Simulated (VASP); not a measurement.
## Ga3Se: relaxation of cell and atoms with PBEsol

Ga3Se:

```xyz
4
Lattice="4.4325 0.0000 0.0000 0.0000 4.4325 0.0000 0.0000 0.0000 4.4325" Properties=species:S:1:pos:R:3 pbc="T T T"
Se    0.0000    0.0000    0.0000
Ga    2.2162    2.2162    0.0000
Ga    2.2162    0.0000    2.2162
Ga    0.0000    2.2162    2.2162
```

- Program: VASP 6.6.1
- Task: relaxation of cell and atoms
- Functional: PBEsol
- Potentials or basis: VASP PAW PBE potentials, release 64 (Se, Ga_d)
- Cutoff: 600 eV
- k mesh: 6 × 6 × 6
- Occupations: fermi-dirac, width 0.05 eV
- Spin: no spin polarisation
- Target pressure: 5 GPa
- Dipole correction: no
- Further INCAR settings: ALGO = Normal; EDIFF = 1e-06; IBRION = 2; EDIFFG = -0.02; NSW = 80; ISIF = 3

| Property | Result |
| --- | --- |
| Relaxed volume | 18.38 Å³/atom |
| Relaxed cell | a = 4.189 Å, b = 4.189 Å, c = 4.189 Å, α = 90.00°, β = 90.00°, γ = 90.00° |
| Space group after relaxing (to 0.1 Å) | Pm-3m (No. 221) |
| Energy change on relaxing (the run minimises the enthalpy) | +1.2 meV/atom |
| Ionic steps | 3 |
| Pressure after relaxing | 5.1 GPa |
| Band gap on the k mesh | zero (an odd number of electrons rules out a gap without spin polarisation) |

Step by step:
| step | energy change (eV) | largest force (eV/Å) | pressure (GPa) | volume (Å³) |
| --- | --- | --- | --- | --- |
| 1 | 0.0000 | 0.0000 | -3.57 | 87.08 |
| 2 | 0.0143 | 0.0000 | 5.30 | 73.21 |
| 3 | 0.0047 | 0.0000 | 5.07 | 73.51 |

Final structure:
```yaml
crystal:
  lattice:
    - [4.18902, 0.00000, 0.00000]
    - [0.00000, 4.18902, 0.00000]
    - [0.00000, 0.00000, 4.18902]
  atoms:
    - { symbol: Se, position: [0.00000, 0.00000, 0.00000] }
    - { symbol: Ga, position: [0.50000, 0.50000, 0.00000] }
    - { symbol: Ga, position: [0.50000, 0.00000, 0.50000] }
    - { symbol: Ga, position: [0.00000, 0.50000, 0.50000] }
```

Levels at points of the mesh, in eV from the Fermi level:
| k point | band 21 | band 22 | band 23 | band 24 | band 25 | band 26 |
| --- | --- | --- | --- | --- | --- | --- |
| (0.00, 0.00, 0.00) | -2.66 | -2.66 | 1.81 | 1.81 | 1.81 | 4.80 |
| (0.50, 0.00, 0.00) | -1.59 | -1.21 | -0.63 | -0.63 | 0.76 | 4.72 |
| (0.50, 0.50, 0.00) | -1.01 | -0.38 | -0.38 | 1.49 | 1.49 | 1.76 |
| (0.50, 0.50, 0.50) | -5.31 | -5.31 | -4.26 | 4.76 | 4.76 | 4.76 |

Run time: 2.9 min on 1 thread of Intel Xeon 8259CL, with other jobs on the host, peak memory 0.24 GiB.

Caveat: the cell is relaxed towards a set pressure, so the run minimises the enthalpy, not the energy; the volume moved by over 15 % at a fixed basis, so the end points are rough; the PAW data sets were made with another functional, which shifts forces and pressure a little.
